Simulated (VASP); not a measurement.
Wanted: the native input for a VASP 6.6.1 run.

- Task: single point
- Functional: HSE06
- Potentials or basis: VASP PAW PBE potentials, release 64 (Cu, I)
- Cutoff: 520 eV
- k mesh: 4 × 4 × 4
- Occupations: gaussian, width 0.01 eV
- Spin: no spin polarisation
- Dipole correction: no
- Grid for exact exchange (PRECFOCK): Normal
- Further INCAR settings: ALGO = Normal; EDIFF = 1e-07; NBANDS = 16
- Share of exact exchange: 0.25
- Screening parameter: 0.2079 1/Å

Crystal: CuI.

```
Cu I
1.0
     0.00000    3.01204    3.01204
     3.01204    0.00000    3.01204
     3.01204    3.01204    0.00000
Cu I
1 1
Cartesian
  1.5060 1.5060 1.5060
  0.0000 0.0000 0.0000
```

These files were run (other wordings do the same):

POSCAR

```
CuI
1.0
    0.0000000000      3.0120429050      3.0120429050
    3.0120429050      0.0000000000      3.0120429050
    3.0120429050      3.0120429050      0.0000000000
Cu I
1 1
Direct
    0.2500000000      0.2500000000      0.2500000000
    0.0000000000      0.0000000000      0.0000000000
```

INCAR.step1

```
PREC = Accurate ; ENCUT = 520
EDIFF = 1E-5 ; ISMEAR = 0
SIGMA = 0.01 ; LREAL = False
LASPH = True ; NELM = 100
ALGO = Normal ; ISIF = 2
LWAVE = True ; LCHARG = False
NBANDS = 16 ; GGA = PE
```

INCAR.step2

```
PREC = Accurate ; ENCUT = 520
EDIFF = 1E-7 ; ISMEAR = 0
SIGMA = 0.01 ; LREAL = False
LASPH = True ; NELM = 100
ALGO = Normal ; ISIF = 2
LWAVE = False ; LCHARG = False
GGA = PE ; LHFCALC = True
HFSCREEN = 0.2079 ; PRECFOCK = Normal
NBANDS = 16 ; ISTART = 1
```

KPOINTS

```
regular mesh
0
Gamma
  4 4 4
```

Potentials or basis: VASP PAW PBE potentials, release 64 (Cu, I).

Command:

```bash
$ cat potpaw_PBE.64/Cu/POTCAR potpaw_PBE.64/I/POTCAR > POTCAR
$ cp INCAR.step1 INCAR
$ mpirun -np 1 vasp_std > vasp.out
$ cp INCAR.step2 INCAR
$ mpirun -np 1 vasp_std > vasp.out
```

It gave:

- Pressure: 1.5 GPa
- Band gap on the k mesh: 2.63 eV

Caveat: the k points lie up to 0.45 Å⁻¹ apart; the PAW data sets were made with another functional, which shifts forces and pressure a little; spin-orbit coupling is left out, which moves the levels of the heavy elements.

Run time: 6.7 min on 1 thread of Intel(R) Xeon(R) Platinum 8259CL CPU @ 2.50GHz (Skylake/Cascade Lake) (shared host), peak memory 0.29 GiB.
